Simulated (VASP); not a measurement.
# SnO2 (Cm) in VASP: notebook

The runs below take SnO2 through single point, with LDA.

All numbers are computed with VASP 6.6.1; they aren't measurements. Logs are shortened: lines on timing, memory, paths and dates and some standing lists are left out, and cuts for length are marked.

### Step 1. The cell of the first run

It takes space group Cm (No. 8, monoclinic). The conventional cell has a = 5.602 Å, b = 3.234 Å, c = 5.151 Å, α = 90.00°, β = 111.25°, γ = 90.00°. Sn (site symmetry m) has 5 O at 1.72 to 2.18 Å within 2.3 Å. O (site symmetry m) has 3 Sn at 1.72 to 2.16 Å within 2.3 Å. O (site symmetry m) has 3 Sn at 2.18 to 2.54 Å and 3 O at 2.76 Å within 2.9 Å.

### Step 2. Single point, LDA (atom 1 (Sn) moved by (-0.300, +0.300) A along y and z)

INCAR reads:

```
  ALGO = Normal
  EDIFF = 1E-7
  ENCUT = 520
  GGA = CA
  ISIF = 2
  ISMEAR = 0
  LASPH = T
  LCHARG = T
  LELF = T
  LREAL = F
  LVHAR = T
  LWAVE = F
  NBANDS = 20
  NELM = 60
  PREC = Accurate
  SIGMA = 0.05
```

KPOINTS reads:

```
k-points
0
Gamma
  12 12 12
```

POSCAR reads:

```
SnO2
1.0
    1.6170930752      0.9336291223      4.8005925840
   -1.6170930752      0.9336291223      4.8005925840
    0.0000000000     -1.8672582446      4.8005925840
Sn O
1 2
Direct
    0.4672763054      0.4672763054      0.6279396742
    0.2371700000      0.2371700000      0.2371700000
    0.7628300000      0.7628300000      0.7628300000
```

Potentials or basis: VASP PAW LDA potentials, release 64 (Sn_d, O).

Started as:

```
cat potpaw_LDA.64/Sn_d/POTCAR potpaw_LDA.64/O/POTCAR > POTCAR
mpirun -np 1 vasp_std > vasp.out
```

OUTCAR:

```text
EDIFF = 1E-7
   ENCUT = 520
   GGA = CA
   ISIF = 2
   ISMEAR = 0
   LASPH = T
   LREAL = F
   NELM = 60
   PREC = Accurate

 ion  position               nearest neighbor table
   1  0.467  0.467  0.628-   2 1.72   2 2.16   2 2.16   3 2.18   3 2.18   3 2.54
   2  0.237  0.237  0.237-   1 1.72   1 2.16   1 2.16
   3  0.763  0.763  0.763-   1 2.18   1 2.18   1 2.54

  LATTYP: Found a trigonal (rhomboedric) cell.
 ALAT       =     5.1509554948
 COS(alpha) =     0.8028828391

  Lattice vectors:

 A1 = (   1.6170930752,   0.9336291223,   4.8005925840)
 A2 = (  -1.6170930752,   0.9336291223,   4.8005925840)
 A3 = (   0.0000000000,  -1.8672582446,   4.8005925840)

Analysis of symmetry for initial positions (statically):
=====================================================================
 Subroutine PRICEL returns:
 Original cell was already a primitive cell.

 Routine SETGRP: Setting up the symmetry group for a
 trigonal (rhombohedral) supercell.

 Subroutine GETGRP returns: Found  2 space group operations
 (whereof  2 operations were pure point group operations)
 out of a pool of 12 trial point group operations.

The static configuration has the point symmetry C_1h.

Analysis of symmetry for dynamics (positions and initial velocities):
=====================================================================
 Subroutine PRICEL returns:
 Original cell was already a primitive cell.

 Routine SETGRP: Setting up the symmetry group for a
 trigonal (rhombohedral) supercell.

 Subroutine GETGRP returns: Found  2 space group operations
 (whereof  2 operations were pure point group operations)
 out of a pool of 12 trial point group operations.

The dynamic configuration has the point symmetry C_1h.

 Subroutine INISYM returns: Found  2 space group operations
 (whereof  2 operations are pure point group operations),
 and found     1 'primitive' translations

----------------------------------------------------------------------------------------

                                     Primitive cell

  volume of cell :      43.4866

  direct lattice vectors                    reciprocal lattice vectors
     1.617093075  0.933629122  4.800592584     0.309196797  0.178514854  0.069435872
    -1.617093075  0.933629122  4.800592584    -0.309196797  0.178514854  0.069435872
     0.000000000 -1.867258245  4.800592584     0.000000000 -0.357029708  0.069435872

  length of vectors
     5.150955495  5.150955495  5.150955495     0.363719058  0.363719058  0.363719058

  position of ions in fractional coordinates (direct lattice)
     0.467276305  0.467276305  0.627939674
     0.237170000  0.237170000  0.237170000
     0.762830000  0.762830000  0.762830000

  ion indices of the primitive-cell ions
   primitive index   ion index
                 1           1
                 2           2
                 3           3

----------------------------------------------------------------------------------------

 KPOINTS: k-points

Automatic generation of k-mesh.
 Grid dimensions read from file:
 generate k-points for:   12   12   12

 Generating k-lattice:

  Cartesian coordinates                     Fractional coordinates (reciprocal lattice)
     0.025766400  0.014876238  0.005786323     0.083333333  0.000000000 -0.000000000
    -0.025766400  0.014876238  0.005786323     0.000000000  0.083333333 -0.000000000
     0.000000000 -0.029752476  0.005786323    -0.000000000 -0.000000000  0.083333333

  Length of vectors
     0.030309921  0.030309921  0.030309921

  Shift w.r.t. Gamma in fractional coordinates (k-lattice)
     0.000000000  0.000000000  0.000000000

 Subroutine IBZKPT returns following result:
 ===========================================

 Found    476 irreducible k-points:

 Following reciprocal coordinates:
            Coordinates               Weight
  0.000000  0.000000  0.000000      1.000000
  0.083333 -0.000000  0.000000      4.000000
  0.000000  0.000000  0.083333      2.000000
  0.166667  0.000000  0.000000      4.000000
  0.000000  0.000000  0.166667      2.000000
[... 48 lines left out ...]

 k-point     2 :       0.0833   -0.0000    0.0000
  band No.  band energies     occupation
      1     -18.3590      2.00000
      2     -16.9320      2.00000
      3     -16.9059      2.00000
      4     -16.7043      2.00000
      5     -16.6776      2.00000
      6     -14.7868      2.00000
[... 12 lines left out ...]
     19      18.3823      0.00000
     20      19.7640      0.00000

 k-point     3 :       0.0000    0.0000    0.0833
  band No.  band energies     occupation
      1     -18.3607      2.00000
      2     -16.9220      2.00000
      3     -16.9059      2.00000
      4     -16.7115      2.00000
      5     -16.6651      2.00000
      6     -14.7918      2.00000
[... 12 lines left out ...]
     19      18.2811      0.00000
     20      20.1881      0.00000

 k-point     4 :       0.1667    0.0000    0.0000
  band No.  band energies     occupation
      1     -18.3720      2.00000
      2     -16.9368      2.00000
      3     -16.8524      2.00000
      4     -16.7285      2.00000
      5     -16.6878      2.00000
      6     -14.5990      2.00000
[... 12 lines left out ...]
     19      17.5709      0.00000
     20      19.8485      0.00000

 k-point     5 :       0.0000    0.0000    0.1667
  band No.  band energies     occupation
      1     -18.3817      2.00000
      2     -16.8939      2.00000
      3     -16.8481      2.00000
      4     -16.7312      2.00000
      5     -16.6716      2.00000
      6     -14.6170      2.00000
[... 12 lines left out ...]
     19      17.4330      0.00000
     20      20.2729      0.00000
[... 353 lines left out ...]
      6     -14.4343      2.00000
[... 12 lines left out ...]
     19      17.0490      0.00000
     20      19.5226      0.00000

 k-point    22 :       0.3333    0.0833    0.0000
  band No.  band energies     occupation
      1     -18.4333      2.00000
      2     -16.9170      2.00000
      3     -16.8038      2.00000
      4     -16.7257      2.00000
      5     -16.6608      2.00000
      6     -14.0807      2.00000
[... 12 lines left out ...]
     19      16.7380      0.00000
     20      18.2633      0.00000

 k-point    23 :      -0.3333    0.0000   -0.0833
  band No.  band energies     occupation
      1     -18.4069      2.00000
      2     -16.9912      2.00000
      3     -16.8258      2.00000
      4     -16.7387      2.00000
      5     -16.6387      2.00000
      6     -14.0471      2.00000
[... 12 lines left out ...]
     19      16.8873      0.00000
     20      18.3300      0.00000

 k-point    24 :       0.0833    0.0000    0.3333
  band No.  band energies     occupation
      1     -18.4563      2.00000
      2     -16.8276      2.00000
      3     -16.7784      2.00000
      4     -16.7301      2.00000
      5     -16.6626      2.00000
      6     -14.0999      2.00000
[... 12 lines left out ...]
     19      16.5216      0.00000
     20      18.6199      0.00000

 [... further k-points ...]

------------------------ aborting loop because EDIFF is reached ----------------------------------------

  FORCE on cell =-STRESS in cart. coord.  units (eV):
  Direction    XX          YY          ZZ          XY          YZ          ZX
  --------------------------------------------------------------------------------------
  -------------------------------------------------------------------------------------
  Total       -2.5549434     10.2540694     -1.7602628      0.0000000     -5.7747253      0.0000000
  in kB      -94.1318002    377.7907555    -64.8533738      0.0000000   -212.7582474      0.0000000
  external PRESSURE =      72.9351938 kB  Pullay stress =       0.0000000 kB

 VOLUME and BASIS-vectors are now :
 -----------------------------------------------------------------------------
  energy-cutoff  :      520.00
  volume of cell :       43.49
      direct lattice vectors                 reciprocal lattice vectors
     1.617093075  0.933629122  4.800592584     0.309196797  0.178514854  0.069435872
    -1.617093075  0.933629122  4.800592584    -0.309196797  0.178514854  0.069435872
     0.000000000 -1.867258245  4.800592584     0.000000000 -0.357029708  0.069435872

 POSITION                                       TOTAL-FORCE (eV/Angst)
 -----------------------------------------------------------------------------------
      0.00000     -0.30000      7.50089         0.000000      8.504026     -7.195046
      0.00000      0.00000      3.41567         0.000000     -8.323109      4.509783
      0.00000      0.00000     10.98611         0.000000     -0.180916      2.685263
 -----------------------------------------------------------------------------------
    total drift:                               -0.000000     -0.000249      0.000354

  FREE ENERGIE OF THE ION-ELECTRON SYSTEM (eV)
  ---------------------------------------------------
  free  energy   TOTEN  =       -18.5692688085 eV

  energy  without entropy=      -18.5692688085  energy(sigma->0) =      -18.56926881
```

Run time: 11 min. Hardware: 1 thread of Intel Xeon Platinum 8259CL at 2.50GHz (Skylake/Cascade Lake), shared host; peak memory 0.49 GiB.

What came out:

```
Free energy            : -18.5693 eV
Pressure               : 7.3 GPa
Largest force          : 11.139 eV/Å
Band gap on the k mesh : 0.86 eV
```

Forces on the atoms (eV/Å):
```
Sn   0.000  8.504 -7.195
O    0.000 -8.323  4.510
O    0.000 -0.181  2.685
```

Stress tensor (GPa, compression positive):
```
 -9.41   0.00   0.00
  0.00  37.78 -21.28
  0.00 -21.28  -6.49
```

Levels at points of the mesh, in eV from the valence-band top:
| k point | band 9 | band 10 | band 11 | band 12 | band 13 | band 14 | band 15 | band 16 | band 17 | band 18 |
| --- | --- | --- | --- | --- | --- | --- | --- | --- | --- | --- |
| (0.00, 0.00, 0.00) | -3.58 | -2.74 | -1.09 | -0.62 | 0.00 | 0.86 | 5.53 | 9.55 | 9.91 | 11.60 |
| (0.50, 0.00, 0.00) | -4.53 | -4.26 | -2.17 | -1.20 | -0.36 | 3.91 | 6.83 | 8.53 | 11.36 | 11.87 |
| (0.00, 0.00, 0.50) | -4.39 | -3.87 | -2.27 | -0.95 | -0.70 | 4.19 | 7.00 | 8.10 | 11.63 | 11.94 |
| (0.50, 0.50, 0.00) | -4.44 | -4.19 | -1.79 | -0.61 | -0.45 | 3.94 | 6.08 | 8.23 | 11.45 | 11.89 |
| (0.50, 0.00, 0.50) | -4.80 | -4.32 | -1.71 | -0.68 | -0.27 | 3.52 | 6.17 | 8.66 | 10.80 | 11.46 |
| (0.50, 0.50, 0.50) | -3.59 | -2.75 | -2.22 | -0.64 | 0.00 | 2.08 | 5.21 | 9.75 | 11.06 | 11.46 |

Caveat: the cell differs from its parent crystal (atom 1 (Sn) moved by (-0.300, +0.300) A along y and z); the stress differs along the axes, from -9 to 38 GPa; spin-orbit coupling is left out, which moves the levels of the heavy elements; forces of over 1 eV/Å act on the atoms, so gaps and moduli don't describe the material at rest.

### Step 3. Single point, LDA (atom 1 (Sn) moved by (-0.300, -0.150) A along y and z)

INCAR reads:

```
SYSTEM = SnO2
  ALGO = Normal
  EDIFF = 1E-7
  ENCUT = 520
  ISIF = 2
  ISMEAR = 0
  LASPH = .TRUE.
  LCHARG = .TRUE.
  LELF = .TRUE.
  LREAL = .FALSE.
  LVHAR = .TRUE.
  LWAVE = .FALSE.
  NBANDS = 20
  NELM = 100
  PREC = Accurate
  SIGMA = 0.05
```

KPOINTS reads:

```
k-points
0
G
  12 12 12
  0 0 0
```

Changes to POSCAR since step 2:

```diff
@@ -8,3 +8,3 @@
 Direct
-    0.4672763054      0.4672763054      0.6279396742
+    0.4360301629      0.4360301629      0.5966935317
     0.2371700000      0.2371700000      0.2371700000
```

Potentials or basis: VASP PAW LDA potentials, release 64 (Sn_d, O).

Started as:

```
cat potpaw_LDA.64/Sn_d/POTCAR potpaw_LDA.64/O/POTCAR > POTCAR
mpirun -np 1 vasp_std > vasp.out
```

Wall time 12 min (1 thread of Intel Xeon Platinum 8259CL at 2.50GHz (Skylake/Cascade Lake), shared host); peak memory 0.49 GiB.

The run converged. Its results:

- Free energy: -19.6767 eV
- Pressure: 0.9 GPa
- Largest force: 4.541 eV/Å
- Band gap on the k mesh: 1.60 eV (least direct gap 1.67 eV)

Forces on the atoms (eV/Å):
```
Sn   0.000  3.693  2.642
O    0.000 -1.974 -0.924
O    0.000 -1.719 -1.718
```

Stress tensor (GPa, compression positive):
```
 6.07  0.00  0.00
 0.00 -1.61 -2.86
 0.00 -2.86 -1.66
```

Levels at points of the mesh, in eV from the valence-band top:
| k point | band 11 | band 12 | band 13 | band 14 | band 15 | band 16 |
| --- | --- | --- | --- | --- | --- | --- |
| (0.00, 0.00, 0.00) | -0.71 | -0.18 | -0.07 | 1.60 | 5.77 | 10.39 |
| (0.50, 0.00, 0.00) | -1.65 | -0.68 | -0.41 | 4.77 | 7.79 | 9.44 |
| (0.00, 0.00, 0.50) | -1.44 | -0.62 | -0.29 | 4.89 | 7.39 | 9.94 |
| (0.50, 0.50, 0.00) | -1.05 | -0.18 | -0.07 | 4.55 | 6.71 | 10.42 |
| (0.50, 0.00, 0.50) | -1.29 | -0.37 | -0.08 | 4.51 | 6.96 | 9.72 |
| (0.50, 0.50, 0.50) | -1.28 | -0.71 | -0.07 | 2.81 | 5.63 | 11.18 |

Caveat: the cell differs from its parent crystal (atom 1 (Sn) moved by (-0.300, -0.150) A along y and z); the stress differs along the axes, from -2 to 6 GPa; spin-orbit coupling is left out, which moves the levels of the heavy elements; forces of over 1 eV/Å act on the atoms, so gaps and moduli don't describe the material at rest. A k mesh can miss the band edges.

### Step 4. Single point, LDA (atom 1 (Sn) moved by (-0.150, -0.150) A along y and z)

INCAR reads:

```
SYSTEM = SnO2
PREC     = Accurate       ! precision mode
ENCUT    = 520            ! plane-wave cutoff, eV
EDIFF    = 1E-6           ! SCF threshold, eV
ISMEAR   = 0              ! smearing method
SIGMA    = 0.05           ! smearing width, eV
LREAL    = .False.        ! projectors in reciprocal space
LASPH    = .True.         ! aspherical terms in the spheres
NELM     = 60             ! most SCF steps
ALGO     = Normal         ! electronic algorithm
ISIF     = 2              ! what is computed and relaxed
LWAVE    = .False.        ! write WAVECAR
LCHARG   = .False.        ! write CHGCAR
NBANDS   = 20             ! bands
```

KPOINTS reads:

```
regular mesh
0
Gamma
  12 12 12
  0 0 0
```

Changes to POSCAR since step 3:

```diff
@@ -8,3 +8,3 @@
 Direct
-    0.4360301629      0.4360301629      0.5966935317
+    0.4628073910      0.4628073910      0.5431390754
     0.2371700000      0.2371700000      0.2371700000
```

Started as:

```
cat potpaw_LDA.64/Sn_d/POTCAR potpaw_LDA.64/O/POTCAR > POTCAR
mpirun -np 1 vasp_std > vasp.out
```

Wall time 4.4 min (1 thread of Intel Xeon 6975P-C (Granite Rapids), shared host); peak memory 0.49 GiB.

The run converged. Its results:

```yaml
Free_energy: -20.0882 eV
Pressure: -5.3 GPa
Largest_force: 3.359 eV/Å
Band_gap_on_the_k_mesh: 1.63 eV (least direct gap 1.83 eV)
```

Forces on the atoms (eV/Å):
```
Sn   0.000  1.837  2.811
O    0.000 -0.692 -1.735
O    0.000 -1.145 -1.077
```

Stress tensor (GPa, compression positive):
```
-1.49  0.00  0.00
 0.00 -7.21  0.75
 0.00  0.75 -7.25
```

Levels at points of the mesh, in eV from the valence-band top:
```
           k point  band 10  band 11  band 12  band 13  band 14  band 15  band 16  band 17
(0.00, 0.00, 0.00)    -1.68    -0.57    -0.25    -0.20     1.63     5.63    10.44    10.88
(0.50, 0.00, 0.00)    -3.22    -1.62    -0.60    -0.42     4.94     7.53     9.42    11.88
(0.00, 0.00, 0.50)    -3.41    -1.53    -0.60    -0.34     4.97     7.38     9.64    12.08
(0.50, 0.50, 0.00)    -3.48    -1.15    -0.23    -0.05     4.63     6.63    10.10    11.10
(0.50, 0.00, 0.50)    -3.29    -1.24    -0.33    -0.04     4.65     6.70     9.81    11.34
(0.50, 0.50, 0.50)    -1.71    -1.43    -0.56    -0.20     2.90     5.53    10.83    11.06
```

Caveat: the cell differs from its parent crystal (atom 1 (Sn) moved by (-0.150, -0.150) A along y and z); the stress differs along the axes, from -7 to -1 GPa; spin-orbit coupling is left out, which moves the levels of the heavy elements; forces of over 1 eV/Å act on the atoms, so gaps and moduli don't describe the material at rest. A k mesh can miss the band edges.

### Step 5. Single point, LDA (atom 1 (Sn) moved by (-0.150, +0.150) A along y and z)

INCAR reads:

```
PREC     = Accurate       # precision mode
ENCUT    = 520            # plane-wave cutoff, eV
EDIFF    = 1E-6           # SCF threshold, eV
ISMEAR   = 0              # smearing method
SIGMA    = 0.05           # smearing width, eV
LREAL    = F              # projectors in reciprocal space
LASPH    = T              # aspherical terms in the spheres
NELM     = 80             # most SCF steps
ALGO     = Normal         # electronic algorithm
ISIF     = 2              # what is computed and relaxed
LWAVE    = F              # write WAVECAR
LCHARG   = F              # write CHGCAR
NBANDS   = 20             # bands
```

KPOINTS reads:

```
Automatic mesh
0
Gamma
  12 12 12
```

Changes to POSCAR since step 4:

```diff
@@ -8,3 +8,3 @@
 Direct
-    0.4628073910      0.4628073910      0.5431390754
+    0.4836381527      0.4836381527      0.5639698371
     0.2371700000      0.2371700000      0.2371700000
```

Started as:

```
cat potpaw_LDA.64/Sn_d/POTCAR potpaw_LDA.64/O/POTCAR > POTCAR
mpirun -np 1 vasp_std > vasp.out
```

Run time: 4.3 min. Hardware: 1 thread of Intel Xeon 6975P-C (Granite Rapids), shared host; peak memory 0.49 GiB.

It converged, with:

* Free energy: -20.0594 eV
* Pressure: -5.1 GPa
* Largest force: 3.857 eV/Å
* Band gap on the k mesh: 1.64 eV (least direct gap 1.80 eV)

Forces on the atoms (eV/Å):
```
Sn   0.000  2.419 -3.004
O    0.000 -2.069  1.204
O    0.000 -0.350  1.800
```

Stress tensor (GPa, compression positive):
```
-9.33  0.00  0.00
 0.00  1.24 -5.14
 0.00 -5.14 -7.12
```

Levels at points of the mesh, in eV from the valence-band top:
| k point | band 9 | band 10 | band 11 | band 12 | band 13 | band 14 | band 15 | band 16 | band 17 | band 18 |
| --- | --- | --- | --- | --- | --- | --- | --- | --- | --- | --- |
| (0.00, 0.00, 0.00) | -2.15 | -1.69 | -0.57 | -0.28 | -0.16 | 1.64 | 5.64 | 10.54 | 10.69 | 11.48 |
| (0.50, 0.00, 0.00) | -4.09 | -3.29 | -1.56 | -0.62 | -0.35 | 4.93 | 7.47 | 9.55 | 11.87 | 12.65 |
| (0.00, 0.00, 0.50) | -3.81 | -3.25 | -1.62 | -0.53 | -0.49 | 5.00 | 7.50 | 9.40 | 12.11 | 12.42 |
| (0.50, 0.50, 0.00) | -4.08 | -3.33 | -1.22 | -0.37 | 0.00 | 4.73 | 6.66 | 9.76 | 11.46 | 12.30 |
| (0.50, 0.00, 0.50) | -4.35 | -3.35 | -1.19 | -0.26 | -0.05 | 4.61 | 6.69 | 9.99 | 11.17 | 12.04 |
| (0.50, 0.50, 0.50) | -2.17 | -1.71 | -1.44 | -0.57 | -0.18 | 2.90 | 5.54 | 10.72 | 11.17 | 11.72 |

Caveat: the cell differs from its parent crystal (atom 1 (Sn) moved by (-0.150, +0.150) A along y and z); the stress differs along the axes, from -9 to 1 GPa; spin-orbit coupling is left out, which moves the levels of the heavy elements; forces of over 1 eV/Å act on the atoms, so gaps and moduli don't describe the material at rest. A k mesh can miss the band edges.

### Step 6. The runs side by side

| cell | gap on the mesh (eV) | pressure (GPa) | largest force (eV/Å) |
| --- | --- | --- | --- |
| as given, atomic positions A | 0.86 | 7.3 | 11.14 |
| as given, atomic positions B | 1.60 | 0.9 | 4.54 |
| as given, atomic positions C | 1.63 | -5.3 | 3.36 |
| as given, atomic positions D | 1.64 | -5.1 | 3.86 |

Alike in all rows: task single point; level LDA; potentials or basis VASP PAW LDA potentials, release 64 (Sn_d, O); no spin polarisation; k mesh 12 × 12 × 12; cutoff (eV) 520; smearing gaussian 0.05 eV.

Caveats: spin-orbit coupling is left out, which moves the levels of the heavy elements; forces of over 1 eV/Å act on the atoms, so gaps and moduli don't describe the material at rest; the stress differs along the axes, from -9 to 38 GPa (at least some runs); the stress differs along the axes, from -2 to 6 GPa (at least some runs); the stress differs along the axes, from -7 to -1 GPa (at least some runs); the stress differs along the axes, from -9 to 1 GPa (at least some runs).

Total energies depend on the potentials used, so only differences within one code and one set of settings carry meaning.
